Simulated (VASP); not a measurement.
# CuAu (P4/mmm) in VASP: notebook, part 3 of 3

VASP 6.6.1.

## (6) Electric field gradients, PBE (14.82 Å³/atom)

This run uses another cell than the first one, of 14.82 Å³/atom.

Contents of INCAR:

```
SYSTEM = CuAu
ALGO = Normal
EDIFF = 1E-8
ENCUT = 520
GGA = PE
ISIF = 2
ISMEAR = -1
LASPH = .True.
LCHARG = .False.
LEFG = .True.
LREAL = .False.
LWAVE = .False.
NBANDS = 18
NELM = 100
PREC = Accurate
SIGMA = 0.08
```

Contents of KPOINTS:

```
k-points
0
Gamma
  12 12 9
  0 0 0
```

Contents of POSCAR:

```
CuAu
1.0
    2.8277245753      0.0000000000      0.0000000000
    0.0000000000      2.8277245753      0.0000000000
    0.0000000000      0.0000000000      3.7063389970
Cu Au
1 1
Direct
    0.5000000000      0.5000000000      0.5000000000
    0.0000000000      0.0000000000      0.0000000000
```

Potentials or basis: VASP PAW PBE potentials, release 64 (Cu, Au).

Launch:

```
> cat potpaw_PBE.64/Cu/POTCAR potpaw_PBE.64/Au/POTCAR > POTCAR
> mpirun -np 1 vasp_std > vasp.out
```

OUTCAR:

```text
SYSTEM = CuAu
   EDIFF = 1E-8
   ENCUT = 520
   GGA = PE
   ISIF = 2
   ISMEAR = -1
   LASPH = .True.
   LREAL = .False.
   NELM = 100
   PREC = Accurate

 ion  position               nearest neighbor table
   1  0.500  0.500  0.500-   2 2.73   2 2.73   2 2.73   2 2.73   2 2.73   2 2.73   2 2.73   2 2.73

   2  0.000  0.000  0.000-   1 2.73   1 2.73   1 2.73   1 2.73   1 2.73   1 2.73   1 2.73   1 2.73

  LATTYP: Found a simple tetragonal cell.
 ALAT       =     2.8277245753
 C/A-ratio  =     1.3107142857

  Lattice vectors:

 A1 = (   2.8277245753,   0.0000000000,   0.0000000000)
 A2 = (   0.0000000000,   2.8277245753,   0.0000000000)
 A3 = (   0.0000000000,   0.0000000000,   3.7063389970)

Analysis of symmetry for initial positions (statically):
=====================================================================
 Subroutine PRICEL returns:
 Original cell was already a primitive cell.

 Routine SETGRP: Setting up the symmetry group for a
 simple tetragonal supercell.

 Subroutine GETGRP returns: Found 16 space group operations
 (whereof 16 operations were pure point group operations)
 out of a pool of 16 trial point group operations.

The static configuration has the point symmetry D_4h.

Analysis of symmetry for dynamics (positions and initial velocities):
=====================================================================
 Subroutine PRICEL returns:
 Original cell was already a primitive cell.

 Routine SETGRP: Setting up the symmetry group for a
 simple tetragonal supercell.

 Subroutine GETGRP returns: Found 16 space group operations
 (whereof 16 operations were pure point group operations)
 out of a pool of 16 trial point group operations.

The dynamic configuration has the point symmetry D_4h.

 Subroutine INISYM returns: Found 16 space group operations
 (whereof 16 operations are pure point group operations),
 and found     1 'primitive' translations

----------------------------------------------------------------------------------------

                                     Primitive cell

  volume of cell :      29.6360

  direct lattice vectors                    reciprocal lattice vectors
     2.827724575  0.000000000  0.000000000     0.353641231  0.000000000  0.000000000
     0.000000000  2.827724575  0.000000000     0.000000000  0.353641231  0.000000000
     0.000000000  0.000000000  3.706338997     0.000000000  0.000000000  0.269808024

  length of vectors
     2.827724575  2.827724575  3.706338997     0.353641231  0.353641231  0.269808024

  position of ions in fractional coordinates (direct lattice)
     0.500000000  0.500000000  0.500000000
     0.000000000  0.000000000  0.000000000

  ion indices of the primitive-cell ions
   primitive index   ion index
                 1           1
                 2           2

----------------------------------------------------------------------------------------

 KPOINTS: k-points

Automatic generation of k-mesh.
 Grid dimensions read from file:
[... 72 lines left out ...]
   ISYM   =      2    0-nonsym 1-usesym 2-fastsym
   POTIM  = 0.5000    time-step for ionic-motion
   TEBEG  =    0.0;   TEEND  =   0.0 temperature during run
   PSTRESS=    0.0 pullay stress
   NELECT =      22.0000    total number of electrons
   NUPDOWN=      -1.0000    fix difference up-down
   EMIN   =  10.00;   EMAX   =-10.00  energy-range for DOS
   EFERMI =   0.00;   METHOD = LEGACY
   ISMEAR =    -1;   SIGMA  =   0.08  broadening in eV -4-tet -1-fermi 0-gaus
   EFERMI_NEDOS =   21; number of points for ismear=-14 and -15
   IALGO  =     38    algorithm
   IMIX   =      4    mixing-type and parameters
     AMIX     =   0.40;   BMIX     =  1.00
     AMIX_MAG =   1.60;   BMIX_MAG =  1.00
  volume/ion in A,a.u.               =      14.82       100.00
  Fermi-wavevector in a.u.,A,eV,Ry     =   1.482322  2.801183 29.895796  2.197279
  Thomas-Fermi vector in A             =   2.596123
   LORBIT       =      0    0 simple, 1 ext, 2 COOP (PROOUT), +10 PAW based schemes
   GGA     = PE    functional components
   LHFCALC =     F    Hartree Fock is set to
   AEXX    =    0.0000 exact exchange contribution
   IVDW    =     0    specifies the selected vdW correction
   LEPSILON=     F    determine dielectric tensor
   LRPA    =     F    only Hartree local field effects (RPA)
 non-spin polarized calculation
  energy-cutoff  :      520.00
  volume of cell :       29.64
 maximum number of plane-waves:       821
 NGX is ok and might be reduce to    24
   NGX = 11   NGY = 11   NGZ = 13

 number of electron      22.0000011 magnetization

 Free energy of the ion-electron system (eV)
  ---------------------------------------------------
  ext. energy  EPLUGINS =         0.00000000
  ---------------------------------------------------
  free energy    TOTEN  =        -7.06507495 eV

  energy without entropy =       -7.04998793  energy(sigma->0) =       -7.05753144

 E-fermi :   8.4293     XC(G=0): -12.5594

 val. band max:        8.4125773072   @ k =   0.5000   0.1667   0.0000
 cond. band min:       8.4301760747   @ k =   0.4167   0.2500   0.3333
 fundamental gap:      0.0175987675
 Fermi energy:         8.4292504620

 k-point     1 :       0.0000    0.0000    0.0000
  band No.  band energies     occupation
      1      -1.1321      2.00000
      2       2.0113      2.00000
      3       2.1618      2.00000
      4       4.4784      2.00000
      5       4.4784      2.00000
      6       5.5070      2.00000
[... 481 lines left out ...]
      5       5.0711      2.00000
      6       6.2058      2.00000
[... 10 lines left out ...]
     17      21.0770      0.00000
     18      21.1024      0.00000

 [... further k-points ...]

------------------------ aborting loop because EDIFF is reached ----------------------------------------

  FORCE on cell =-STRESS in cart. coord.  units (eV):
  Direction    XX          YY          ZZ          XY          YZ          ZX
  --------------------------------------------------------------------------------------
  -------------------------------------------------------------------------------------
  Total        0.4441210      0.4441210      0.1856124      0.0000000      0.0000000      0.0000000
  in kB       24.0100234     24.0100234     10.0345587      0.0000000      0.0000000      0.0000000
  external PRESSURE =      19.3515352 kB  Pullay stress =       0.0000000 kB

 VOLUME and BASIS-vectors are now :
 -----------------------------------------------------------------------------
  energy-cutoff  :      520.00
  volume of cell :       29.64
      direct lattice vectors                 reciprocal lattice vectors
     2.827724575  0.000000000  0.000000000     0.353641231  0.000000000  0.000000000
     0.000000000  2.827724575  0.000000000     0.000000000  0.353641231  0.000000000
     0.000000000  0.000000000  3.706338997     0.000000000  0.000000000  0.269808024

 POSITION                                       TOTAL-FORCE (eV/Angst)
 -----------------------------------------------------------------------------------
      1.41386      1.41386      1.85317         0.000000      0.000000      0.000000
      0.00000      0.00000      0.00000         0.000000      0.000000      0.000000
 -----------------------------------------------------------------------------------
    total drift:                                0.000000      0.000000     -0.000000

  FREE ENERGIE OF THE ION-ELECTRON SYSTEM (eV)
  ---------------------------------------------------
  free  energy   TOTEN  =        -7.0650749548 eV

  energy  without entropy=       -7.0499879314  energy(sigma->0) =       -7.05753144

 Electric field gradients (V/A^2)
---------------------------------------------------------------------
 ion       V_xx      V_yy      V_zz      V_xy      V_xz      V_yz
---------------------------------------------------------------------
   1       5.193     5.193   -10.385    -0.000    -0.000    -0.000
   2     -42.117   -42.117    84.234     0.000    -0.000    -0.000
---------------------------------------------------------------------

 Electric field gradients after diagonalization (V/A^2)
 (convention: |V_zz| > |V_xx| > |V_yy|)
----------------------------------------------------------------------
 ion       V_xx      V_yy      V_zz     asymmetry (V_yy - V_xx)/ V_zz
----------------------------------------------------------------------
   1       5.193     5.193   -10.385       0.000
   2     -42.117   -42.117    84.234       0.000
----------------------------------------------------------------------

           NMR quadrupolar parameters

 Cq : quadrupolar parameter    Cq=e*Q*V_zz/h
 eta: asymmetry parameters     (V_yy - V_xx)/ V_zz
 Q  : nuclear electric quadrupole moment in mb (millibarn)
----------------------------------------------------------------------
 ion       Cq(MHz)       eta       Q (mb)
----------------------------------------------------------------------
   1      -0.025       0.000       1.000
   2       0.204       0.000       1.000
----------------------------------------------------------------------
```

OSZICAR:

```text
N       E                     dE             d eps       ncg     rms          rms(c)
DAV:   1     0.126503848796E+03    0.12650E+03   -0.10990E+04  5458   0.169E+03
DAV:   2    -0.282046437760E+01   -0.12932E+03   -0.12146E+03  5120   0.294E+02
DAV:   3    -0.796286973143E+01   -0.51424E+01   -0.50060E+01  5872   0.679E+01
DAV:   4    -0.803797328518E+01   -0.75104E-01   -0.75044E-01  6326   0.686E+00
DAV:   5    -0.803974099978E+01   -0.17677E-02   -0.17676E-02  6424   0.109E+00    0.112E+01
DAV:   6    -0.754776245055E+01    0.49198E+00   -0.70810E+00  5452   0.721E+01    0.547E+00
DAV:   7    -0.713112985308E+01    0.41663E+00   -0.26873E+00  6192   0.769E+01    0.566E+00
DAV:   8    -0.707213475899E+01    0.58995E-01   -0.20305E-01  7304   0.110E+01    0.276E+00
DAV:   9    -0.706558032849E+01    0.65544E-02   -0.12800E-02  7622   0.210E+00    0.160E-01
DAV:  10    -0.706509556948E+01    0.48476E-03   -0.31814E-03  6754   0.102E+00    0.807E-02
DAV:  11    -0.706507942523E+01    0.16144E-04   -0.95870E-05  7684   0.149E-01    0.266E-02
DAV:  12    -0.706507541737E+01    0.40079E-05   -0.14703E-05  7744   0.106E-01    0.696E-03
DAV:  13    -0.706507500038E+01    0.41699E-06   -0.11752E-06  7606   0.177E-02    0.245E-03
DAV:  14    -0.706507496823E+01    0.32152E-07   -0.11456E-07  7764   0.730E-03    0.750E-04
DAV:  15    -0.706507495370E+01    0.14531E-07   -0.32058E-09  2994   0.104E-03    0.288E-04
DAV:  16    -0.706507495477E+01   -0.10778E-08   -0.43228E-09  2784   0.167E-03
   1 F= -.70650750E+01 E0= -.70575314E+01  d E =-.150870E-01
```

It took 69 s on 1 thread of Intel Xeon 8259CL, shared host; peak memory 0.21 GiB.

Results:

```
Free energy                             : -7.0651 eV
Pressure                                : 1.9 GPa
Band gap on the k mesh                  : zero (bands 11 and 12 overlap by 7.05 eV)
Largest electric field gradient by atom : Cu -10.4; Au +84.2 V/Å²
```

Electric field gradients, principal values (V/Å²):
```tsv
atom	least	middle	greatest (by size)
1 Cu	5.193	5.193	-10.385
2 Au	-42.117	-42.117	84.234
```

Caveat: without QUAD_EFG the Cq values of the log hold for a quadrupole moment of 1 mb, not for the nuclei; spin-orbit coupling is left out, which moves the levels of the heavy elements.

## (7) Overview

| cell | gap on the mesh (eV) | pressure (GPa) |
| --- | --- | --- |
| a = 2.743, b = 2.743, c = 3.596 Å, 2 atoms | none | 19.3 |
| a = 2.772, b = 2.772, c = 3.633 Å, 2 atoms | none | 12.5 |
| a = 2.800, b = 2.800, c = 3.670 Å, 2 atoms | none | 6.7 |
| a = 2.828, b = 2.828, c = 3.706 Å, 2 atoms | none | 1.9 |

Alike in all rows: task electric field gradients; level PBE; potentials or basis VASP PAW PBE potentials, release 64 (Cu, Au); no spin polarisation; k mesh 12 × 12 × 9; cutoff (eV) 520; smearing fermi-dirac 0.08 eV.

Caveats: spin-orbit coupling is left out, which moves the levels of the heavy elements; the cell stands under pressure (at least some runs).

Absolute energies hang on the potentials; compare differences alone.
